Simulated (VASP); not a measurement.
Set up this calculation in VASP 6.6.1, as the native input.

* Task: relaxation of cell and atoms
* Functional: r2SCAN
* Potentials or basis: VASP PAW PBE potentials, release 64 (K_sv, Mg, F)
* Cutoff: 600 eV
* k mesh: 6 × 6 × 6
* Occupations: gaussian, width 0.02 eV
* Spin: no spin polarisation
* Dipole correction: no
* Further INCAR settings: ALGO = Normal; EDIFF = 1e-07; IBRION = 2; EDIFFG = -0.005; NSW = 100; ISIF = 3

Crystal: KMgF3.

```
K Mg F
1.0
     3.98590    0.00000    0.00000
     0.00000    3.98590    0.00000
     0.00000    0.00000    3.98590
K Mg F
1 1 3
Direct
  0.50000 0.50000 0.50000
  0.00000 0.00000 0.00000
  0.50000 0.00000 0.00000
  0.00000 0.50000 0.00000
  0.00000 0.00000 0.50000
```

One way to write it, as run:

POSCAR

```
KMgF3
1.0
    3.9859000000      0.0000000000      0.0000000000
    0.0000000000      3.9859000000      0.0000000000
    0.0000000000      0.0000000000      3.9859000000
K Mg F
1 1 3
Direct
    0.5000000000      0.5000000000      0.5000000000
    0.0000000000      0.0000000000      0.0000000000
    0.5000000000      0.0000000000      0.0000000000
    0.0000000000      0.5000000000      0.0000000000
    0.0000000000      0.0000000000      0.5000000000
```

INCAR.step1

```
  ALGO = Normal
  EDIFF = 1E-4
  ENCUT = 600
  GGA = PE
  ISMEAR = 0
  LASPH = True
  LCHARG = False
  LREAL = False
  LWAVE = True
  NELM = 100
  PREC = Accurate
  SIGMA = 0.02
```

INCAR.step2

```
  ALGO = Normal
  EDIFF = 1E-7
  EDIFFG = -0.005
  ENCUT = 600
  IBRION = 2
  ISIF = 3
  ISMEAR = 0
  ISTART = 1
  LASPH = True
  LCHARG = False
  LMIXTAU = True
  LREAL = False
  LWAVE = False
  METAGGA = R2SCAN
  NELM = 100
  NSW = 100
  PREC = Accurate
  SIGMA = 0.02
```

KPOINTS

```
k-points
0
Gamma
  6 6 6
```

Potentials or basis: VASP PAW PBE potentials, release 64 (K_sv, Mg, F).

Run with:

```console
$ cat potpaw_PBE.64/K_sv/POTCAR potpaw_PBE.64/Mg/POTCAR potpaw_PBE.64/F/POTCAR > POTCAR
$ cp INCAR.step1 INCAR
$ mpirun -np 1 vasp_std > vasp.out
$ cp INCAR.step2 INCAR
$ mpirun -np 1 vasp_std > vasp.out
```

Results of the run:

```yaml
Relaxed_volume: 12.50 Å³/atom
Relaxed_cell: a = 3.968 Å, b = 3.968 Å, c = 3.968 Å, α = 90.00°, β = 90.00°, γ = 90.00°
Space_group_after_relaxing_to_0.05_Å: Pm-3m (No. 221)
Energy_gained_by_relaxing: 0.5 meV/atom
Ionic_steps: 3
Pressure_after_relaxing: 0.0 GPa
Band_gap_on_the_k_mesh: 8.36 eV, indirect (least direct gap 8.68 eV)
```

Caveat: the PAW data sets were made with another functional, which shifts forces and pressure a little.

Run time: 3.2 min on 1 thread of Intel Xeon 6975P-C (shared host), peak memory 0.22 GiB.
